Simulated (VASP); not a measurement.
Crystal: TiSi2.

```
CELL_PARAMETERS angstrom
1.76511 -6.75928 0.00000
1.76511 6.75928 0.00000
0.00000 0.00000 3.56517
ATOMIC_POSITIONS crystal
Ti 0.10312 0.89688 0.25000
Ti 0.89688 0.10312 0.75000
Si 0.75031 0.24969 0.25000
Si 0.24969 0.75031 0.75000
Si 0.44175 0.55825 0.25000
Si 0.55825 0.44175 0.75000
```

| Item | Value |
| --- | --- |
| Program | VASP 6.6.1 |
| Task | relaxation of cell and atoms |
| Functional | LDA |
| Potentials or basis | VASP PAW LDA potentials, release 64 (Ti_sv, Si) |
| Cutoff | 600 eV |
| k mesh | 8 × 8 × 8 |
| Occupations | fermi-dirac, width 0.05 eV |
| Spin | no spin polarisation |

At the start: pressure -5.2 GPa; volume 14.18 Å³/atom.

Problem. How do energy, volume and symmetry change on relaxing?

Solution. Over 7 steps the energy falls by 9.6 meV/atom and the volume is 13.62 Å³/atom (-4.0 %); space group Cmcm (No. 63, to 0.1 Å) before and after.

Step by step:
| step | energy change (eV) | largest force (eV/Å) | pressure (GPa) | volume (Å³) |
| --- | --- | --- | --- | --- |
| 1 | 0.0000 | 0.1063 | -5.21 | 85.07 |
| 2 | -0.0136 | 0.2701 | 5.12 | 79.52 |
| 3 | -0.0517 | 0.1906 | 0.04 | 82.02 |
| 4 | -0.0560 | 0.0887 | -0.02 | 81.89 |
| 5 | -0.0570 | 0.0437 | -0.03 | 81.79 |
| 6 | -0.0577 | 0.0121 | 0.01 | 81.73 |
| 7 | -0.0577 | 0.0049 | 0.03 | 81.70 |

Final structure:
```xyz
6
Lattice="1.7444 -6.6303 0.0000 1.7444 6.6303 0.0000 0.0000 0.0000 3.5321" Properties=species:S:1:pos:R:3 pbc="T T T"
Ti    1.7444    5.2712    0.8830
Ti    1.7444   -5.2712    2.6491
Si    1.7444   -3.3223    0.8830
Si    1.7444    3.3223    2.6491
Si    1.7444    0.7934    0.8830
Si    1.7444   -0.7934    2.6491
```
